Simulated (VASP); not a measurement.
# NaCl (Fm-3m) in VASP: a series of runs

NaCl is run at these levels: PBE; tasks: single point, relaxation of cell and atoms.

All numbers are computed with VASP 6.6.1; they aren't measurements. Logs are shortened: lines on timing, memory, paths and dates and some standing lists are left out, and cuts for length are marked.

### 1 The cell of the first run

The structure is cubic, space group Fm-3m (No. 225). The conventional cell has a = 5.693 Å, b = 5.693 Å, c = 5.693 Å, α = 90.00°, β = 90.00°, γ = 90.00°. Within 3.8 Å of Cl (site symmetry m-3m) lie 6 Na at 2.85 Å. Na (site symmetry m-3m) has 6 Cl at 2.85 Å within 3.8 Å.

### 2 Single point, PBE

Contents of INCAR:

```
SYSTEM = NaCl
  ALGO = Normal
  EDIFF = 1E-6
  ENCUT = 520
  GGA = PE
  ISIF = 2
  ISMEAR = -1
  LASPH = .TRUE.
  LCHARG = .TRUE.
  LELF = .TRUE.
  LREAL = .FALSE.
  LVHAR = .TRUE.
  LWAVE = .FALSE.
  NBANDS = 14
  NELM = 60
  PREC = Accurate
  SIGMA = 0.05
```

Contents of KPOINTS:

```
k-points
0
G
  8 8 8
  0 0 0
```

Contents of POSCAR:

```
NaCl
1.0
    0.0000000000      2.8466808176      2.8466808176
    2.8466808176      0.0000000000      2.8466808176
    2.8466808176      2.8466808176      0.0000000000
Cl Na
1 1
Direct
    0.5000000000      0.5000000000      0.5000000000
    0.0000000000      0.0000000000      0.0000000000
```

Potentials or basis: VASP PAW PBE potentials, release 64 (Cl, Na_pv).

Started as:

```sh
> cat potpaw_PBE.64/Cl/POTCAR potpaw_PBE.64/Na_pv/POTCAR > POTCAR
> mpirun -np 1 vasp_std > vasp.out
```

OUTCAR:

```text
SYSTEM = NaCl
   EDIFF = 1E-6
   ENCUT = 520
   GGA = PE
   ISIF = 2
   ISMEAR = -1
   LASPH = .TRUE.
   LREAL = .FALSE.
   NELM = 60
   PREC = Accurate

 ion  position               nearest neighbor table
   1  0.500  0.500  0.500-
   2  0.000  0.000  0.000-

  LATTYP: Found a face centered cubic cell.
 ALAT       =     5.6933616352

  Lattice vectors:

 A1 = (   0.0000000000,   2.8466808176,   2.8466808176)
 A2 = (   2.8466808176,   0.0000000000,   2.8466808176)
 A3 = (   2.8466808176,   2.8466808176,   0.0000000000)

Analysis of symmetry for initial positions (statically):
=====================================================================
 Subroutine PRICEL returns:
 Original cell was already a primitive cell.

 Routine SETGRP: Setting up the symmetry group for a
 face centered cubic supercell.

 Subroutine GETGRP returns: Found 48 space group operations
 (whereof 48 operations were pure point group operations)
 out of a pool of 48 trial point group operations.

The static configuration has the point symmetry O_h .

Analysis of symmetry for dynamics (positions and initial velocities):
=====================================================================
 Subroutine PRICEL returns:
 Original cell was already a primitive cell.

 Routine SETGRP: Setting up the symmetry group for a
 face centered cubic supercell.

 Subroutine GETGRP returns: Found 48 space group operations
 (whereof 48 operations were pure point group operations)
 out of a pool of 48 trial point group operations.

The dynamic configuration has the point symmetry O_h .

 Subroutine INISYM returns: Found 48 space group operations
 (whereof 48 operations are pure point group operations),
 and found     1 'primitive' translations

----------------------------------------------------------------------------------------

                                     Primitive cell

  volume of cell :      46.1367

  direct lattice vectors                    reciprocal lattice vectors
     0.000000000  2.846680818  2.846680818    -0.175643155  0.175643155  0.175643155
     2.846680818  0.000000000  2.846680818     0.175643155 -0.175643155  0.175643155
     2.846680818  2.846680818  0.000000000     0.175643155  0.175643155 -0.175643155

  length of vectors
     4.025814620  4.025814620  4.025814620     0.304222868  0.304222868  0.304222868

  position of ions in fractional coordinates (direct lattice)
     0.500000000  0.500000000  0.500000000
     0.000000000  0.000000000  0.000000000

  ion indices of the primitive-cell ions
   primitive index   ion index
                 1           1
                 2           2

----------------------------------------------------------------------------------------

 KPOINTS: k-points

Automatic generation of k-mesh.
 Grid dimensions read from file:
 generate k-points for:    8    8    8

 Generating k-lattice:

  Cartesian coordinates                     Fractional coordinates (reciprocal lattice)
    -0.021955394  0.021955394  0.021955394     0.125000000  0.000000000  0.000000000
     0.021955394 -0.021955394  0.021955394     0.000000000  0.125000000  0.000000000
     0.021955394  0.021955394 -0.021955394     0.000000000  0.000000000  0.125000000

  Length of vectors
     0.038027859  0.038027859  0.038027859

  Shift w.r.t. Gamma in fractional coordinates (k-lattice)
     0.000000000  0.000000000  0.000000000

 Subroutine IBZKPT returns following result:
 ===========================================

 Found     29 irreducible k-points:

 Following reciprocal coordinates:
            Coordinates               Weight
  0.000000  0.000000  0.000000      1.000000
  0.125000  0.000000  0.000000      8.000000
  0.250000  0.000000  0.000000      8.000000
  0.375000  0.000000  0.000000      8.000000
  0.500000  0.000000  0.000000      4.000000
  0.125000  0.125000  0.000000      6.000000
[... 16 lines left out ...]
  0.500000  0.250000  0.125000     48.000000
 -0.375000  0.250000  0.125000     24.000000
 [... further k-points ...]
   k-points           NKPTS =     29   k-points in BZ     NKDIM =     29   number of bands    NBANDS=     14
   number of dos      NEDOS =    301   number of ions     NIONS =      2
   total plane-waves  NPLWV =  27000
   dimension x,y,z NGX =    30 NGY =   30 NGZ =   30
   dimension x,y,z NGXF=    60 NGYF=   60 NGZF=   60
   ions per type =               1   1
   NGX,Y,Z   is equivalent  to a cutoff of  12.39, 12.39, 12.39 a.u.
   NGXF,Y,Z  is equivalent  to a cutoff of  24.78, 24.78, 24.78 a.u.
 SYSTEM =  NaCl
   PREC   = accura    normal or accurate (medium, high low for compatibility)
   ISTART =      0    job   : 0-new  1-cont  2-samecut
   ICHARG =      2    charge: 1-file 2-atom 10-const
   ISPIN  =      1    spin polarized calculation?
   LNONCOLLINEAR =      F non collinear calculations
   LSORBIT =      F    spin-orbit coupling
   LASPH  =      T    aspherical Exc in radial PAW
   ENCUT  =  520.0 eV  38.22 Ry    6.18 a.u.   7.49  7.49  7.49*2*pi/ulx,y,z
   NELM   =     60;   NELMIN=  2; NELMDL= -5     # of ELM steps
   EDIFF  = 0.1E-05   stopping-criterion for ELM
   LREAL  =      F    real-space projection
   EDIFFG = 0.1E-04   stopping-criterion for IOM
   NSW    =      0    number of steps for IOM
   IBRION =     -1    ionic relax: 0-MD 1-quasi-New 2-CG
   NFREE  =      0    steps in history (QN), initial steepest desc. (CG)
   ISIF   =      2    stress and relaxation
   ISYM   =      2    0-nonsym 1-usesym 2-fastsym
   POTIM  = 0.5000    time-step for ionic-motion
   TEBEG  =    0.0;   TEEND  =   0.0 temperature during run
   PSTRESS=    0.0 pullay stress
   NELECT =      14.0000    total number of electrons
   NUPDOWN=      -1.0000    fix difference up-down
   EMIN   =  10.00;   EMAX   =-10.00  energy-range for DOS
   EFERMI =   0.00;   METHOD = LEGACY
   ISMEAR =    -1;   SIGMA  =   0.05  broadening in eV -4-tet -1-fermi 0-gaus
   EFERMI_NEDOS =   21; number of points for ismear=-14 and -15
   IALGO  =     38    algorithm
   IMIX   =      4    mixing-type and parameters
     AMIX     =   0.40;   BMIX     =  1.00
     AMIX_MAG =   1.60;   BMIX_MAG =  1.00
  volume/ion in A,a.u.               =      23.07       155.67
  Fermi-wavevector in a.u.,A,eV,Ry     =   1.100108  2.078903 16.466288  1.210238
  Thomas-Fermi vector in A             =   2.236514
   LORBIT       =      0    0 simple, 1 ext, 2 COOP (PROOUT), +10 PAW based schemes
   GGA     = PE    functional components
   LHFCALC =     F    Hartree Fock is set to
   AEXX    =    0.0000 exact exchange contribution
   IVDW    =     0    specifies the selected vdW correction
   LEPSILON=     F    determine dielectric tensor
   LRPA    =     F    only Hartree local field effects (RPA)
 non-spin polarized calculation
  energy-cutoff  :      520.00
  volume of cell :       46.14
 maximum number of plane-waves:      1254
 NGX is ok and might be reduce to    30
   NGX = 15   NGY = 15   NGZ = 15

 number of electron      13.9999992 magnetization

 Free energy of the ion-electron system (eV)
  ---------------------------------------------------
  ext. energy  EPLUGINS =         0.00000000
  ---------------------------------------------------
  free energy    TOTEN  =        -6.77787824 eV

  energy without entropy =       -6.77787824  energy(sigma->0) =       -6.77787824

 E-fermi :   0.1568     XC(G=0):  -8.0463

 val. band max:       -0.8916536183   @ k =   0.0000   0.0000   0.0000
 cond. band min:       4.1084140814   @ k =   0.0000   0.0000   0.0000
 fundamental gap:      5.0000676996
 Fermi energy:         0.1568008384

 k-point     1 :       0.0000    0.0000    0.0000
  band No.  band energies     occupation
      1     -21.7664      2.00000
      2     -21.7664      2.00000
      3     -21.7664      2.00000
      4     -13.4885      2.00000
      5      -0.8917      2.00000
      6      -0.8917      2.00000
      7      -0.8917      2.00000
      8       4.1084      0.00000
      9      10.1982      0.00000
     10      10.1982      0.00000
     11      10.1982      0.00000
     12      12.3226      0.00000
     13      12.3226      0.00000
     14      13.8816      0.00000

 k-point     2 :       0.1250    0.0000    0.0000
  band No.  band energies     occupation
      1     -21.7702      2.00000
      2     -21.7667      2.00000
      3     -21.7667      2.00000
      4     -13.4453      2.00000
      5      -1.2440      2.00000
      6      -0.9299      2.00000
      7      -0.9299      2.00000
      8       4.5926      0.00000
      9       9.6526      0.00000
     10      10.3826      0.00000
     11      10.3826      0.00000
     12      12.0492      0.00000
     13      12.0492      0.00000
     14      14.7536      0.00000

 k-point     3 :       0.2500    0.0000    0.0000
  band No.  band energies     occupation
      1     -21.7792      2.00000
      2     -21.7674      2.00000
      3     -21.7674      2.00000
      4     -13.3382      2.00000
      5      -1.9403      2.00000
      6      -1.0194      2.00000
      7      -1.0194      2.00000
      8       5.5655      0.00000
      9       9.0528      0.00000
     10      10.4479      0.00000
     11      10.4479      0.00000
     12      12.2566      0.00000
     13      12.2566      0.00000
     14      14.5005      0.00000
[... 324 lines left out ...]
 k-point    23 :       0.5000    0.2500    0.1250
  band No.  band energies     occupation
      1     -21.7850      2.00000
      2     -21.7732      2.00000
      3     -21.7696      2.00000
      4     -13.1845      2.00000
      5      -2.3573      2.00000
      6      -1.5419      2.00000
      7      -1.2305      2.00000
      8       7.1612      0.00000
      9       8.5741      0.00000
     10       8.9876      0.00000
     11      10.9149      0.00000
     12      12.7168      0.00000
     13      14.9865      0.00000
     14      15.4779      0.00000

 k-point    24 :      -0.3750    0.2500    0.1250
  band No.  band energies     occupation
      1     -21.7869      2.00000
      2     -21.7736      2.00000
      3     -21.7703      2.00000
      4     -13.1493      2.00000
      5      -2.4681      2.00000
      6      -1.6155      2.00000
      7      -1.2812      2.00000
      8       7.3650      0.00000
      9       8.5215      0.00000
     10       9.2588      0.00000
     11      10.7354      0.00000
     12      13.3120      0.00000
     13      14.5345      0.00000
     14      15.5854      0.00000

 [... further k-points ...]

------------------------ aborting loop because EDIFF is reached ----------------------------------------

  FORCE on cell =-STRESS in cart. coord.  units (eV):
  Direction    XX          YY          ZZ          XY          YZ          ZX
  --------------------------------------------------------------------------------------
  -------------------------------------------------------------------------------------
  Total        0.0016895      0.0016895      0.0016895     -0.0000000     -0.0000000      0.0000000
  in kB        0.0586720      0.0586720      0.0586720     -0.0000000     -0.0000000      0.0000000
  external PRESSURE =       0.0586720 kB  Pullay stress =       0.0000000 kB

 VOLUME and BASIS-vectors are now :
 -----------------------------------------------------------------------------
  energy-cutoff  :      520.00
  volume of cell :       46.14
      direct lattice vectors                 reciprocal lattice vectors
     0.000000000  2.846680818  2.846680818    -0.175643155  0.175643155  0.175643155
     2.846680818  0.000000000  2.846680818     0.175643155 -0.175643155  0.175643155
     2.846680818  2.846680818  0.000000000     0.175643155  0.175643155 -0.175643155

 POSITION                                       TOTAL-FORCE (eV/Angst)
 -----------------------------------------------------------------------------------
      2.84668      2.84668      2.84668        -0.000000      0.000000      0.000000
      0.00000      0.00000      0.00000         0.000000     -0.000000     -0.000000
 -----------------------------------------------------------------------------------
    total drift:                               -0.000000      0.000000      0.000000

  FREE ENERGIE OF THE ION-ELECTRON SYSTEM (eV)
  ---------------------------------------------------
  free  energy   TOTEN  =        -6.7778782397 eV

  energy  without entropy=       -6.7778782396  energy(sigma->0) =       -6.77787824
```

It took 16 s on 1 thread of Intel Xeon Platinum 8259CL at 2.50GHz (Skylake/Cascade Lake), shared host; peak memory 0.16 GiB.

Results:

| Item | Value |
| --- | --- |
| Free energy | -6.7779 eV |
| Pressure | 0.0 GPa |
| Band gap on the k mesh | 5.00 eV, direct |

A k mesh can miss the band edges.

### 3 Relaxation of cell and atoms, PBE

This run uses another cell than the first one, of 21.81 Å³/atom, 0.946 times its volume.

Contents of INCAR:

```
SYSTEM = NaCl
ALGO = Normal
EDIFF = 1E-6
EDIFFG = -0.005
ENCUT = 600
GGA = PE
IBRION = 2
ISIF = 3
ISMEAR = -1
LASPH = .True.
LCHARG = .False.
LREAL = .False.
LWAVE = .False.
NELM = 100
NSW = 80
PREC = Accurate
SIGMA = 0.05
```

Contents of KPOINTS:

```
k-points
0
Gamma
  8 8 8
  0 0 0
```

Contents of POSCAR:

```
NaCl
1.0
    0.0000000000      2.7940632177      2.7940632177
    2.7940632177      0.0000000000      2.7940632177
    2.7940632177      2.7940632177      0.0000000000
Cl Na
1 1
Direct
    0.5000000000      0.5000000000      0.5000000000
    0.0000000000      0.0000000000      0.0000000000
```

Potentials or basis: VASP PAW PBE potentials, release 64 (Cl, Na_pv).

Started as:

```sh
> cat potpaw_PBE.64/Cl/POTCAR potpaw_PBE.64/Na_pv/POTCAR > POTCAR
> mpirun -np 1 vasp_std > vasp.out
```

It took 22 s on 1 thread of Intel Xeon Platinum 8259CL at 2.50GHz (Skylake/Cascade Lake), shared host; peak memory 0.18 GiB.

The run converged. Its results:

```yaml
Free_energy: -6.7780 eV
Relaxed_volume: 23.13 Å³/atom
Relaxed_cell: a = 4.030 Å, b = 4.030 Å, c = 4.030 Å, α = 60.00°, β = 60.00°, γ = 60.00°
Space_group_after_relaxing_to_0.05_Å: Fm-3m (No. 225)
Energy_gained_by_relaxing: 5.9 meV/atom
Ionic_steps: 3
Pressure_after_relaxing: 0.0 GPa
Band_gap_on_the_k_mesh: 4.99 eV, direct
```

Step by step:
```csv
step,energy change (eV),largest force (eV/Å),pressure (GPa),volume (Å³)
1,0.0000,0.0000,1.56,43.63
2,-0.0093,0.0000,0.73,44.98
3,-0.0118,0.0000,0.01,46.26
```

Final structure:
```xyz
2
Lattice="0.0000 2.8493 2.8493 2.8493 0.0000 2.8493 2.8493 2.8493 0.0000" Properties=species:S:1:pos:R:3 pbc="T T T"
Cl    2.8493    2.8493    2.8493
Na    0.0000    0.0000    0.0000
```

Levels at points of the mesh, in eV from the valence-band top:
| k point | band 5 | band 6 | band 7 | band 8 | band 9 | band 10 |
| --- | --- | --- | --- | --- | --- | --- |
| (0.00, 0.00, 0.00) | 0.00 | 0.00 | 0.00 | 4.99 | 11.09 | 11.09 |
| (0.50, 0.00, 0.00) | -1.83 | -0.25 | -0.25 | 7.22 | 10.37 | 10.90 |
| (0.50, 0.50, 0.00) | -1.58 | -0.57 | -0.57 | 7.44 | 8.10 | 11.10 |
